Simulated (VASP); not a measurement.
A run of VASP 6.6.1:

INCAR

```
ALGO = Normal
EDIFF = 1E-7
EDIFFG = -0.04
ENCUT = 880
GGA = PE
GGA_COMPAT = False
IBRION = 2
ISIF = 3
ISMEAR = 0
LASPH = True
LCHARG = False
LREAL = False
LWAVE = False
NELM = 120
NELMIN = 4
NSW = 90
PREC = Accurate
SIGMA = 0.1
```

The input KPOINTS:

```
k-points
0
Gamma
  4 4 4
```

Contents of POSCAR:

```
LiHg2
1.0
    0.0000000000      3.9749358901      3.9749358901
    3.9749358901      0.0000000000      3.9749358901
    3.9749358901      3.9749358901      0.0000000000
Li Hg
2 4
Direct
    0.0000000000      0.0000000000      0.0000000000
    0.2500000000      0.2500000000      0.2500000000
    0.6250000000      0.6250000000      0.6250000000
    0.1250000000      0.6250000000      0.6250000000
    0.6250000000      0.6250000000      0.1250000000
    0.6250000000      0.1250000000      0.6250000000
```

Potentials or basis: VASP PAW PBE potentials, release 64 (Li_sv, Hg_sv_GW).

Launch:

```bash
$ cat potpaw_PBE.64/Li_sv/POTCAR potpaw_PBE.64/Hg_sv_GW/POTCAR > POTCAR
$ mpirun -np 1 vasp_std > vasp.out
```

Hardware: 1 thread of Intel(R) Xeon(R) 6975P-C (Granite Rapids), on a shared host.

Problem. Estimate the wall time of this run.

Solution. Wall time 6.4 min on 1 thread of Intel(R) Xeon(R) 6975P-C (Granite Rapids), with other jobs on the host, peak memory 0.48 GiB. Counts: scf iterations 47, k points 8, ion steps 4.
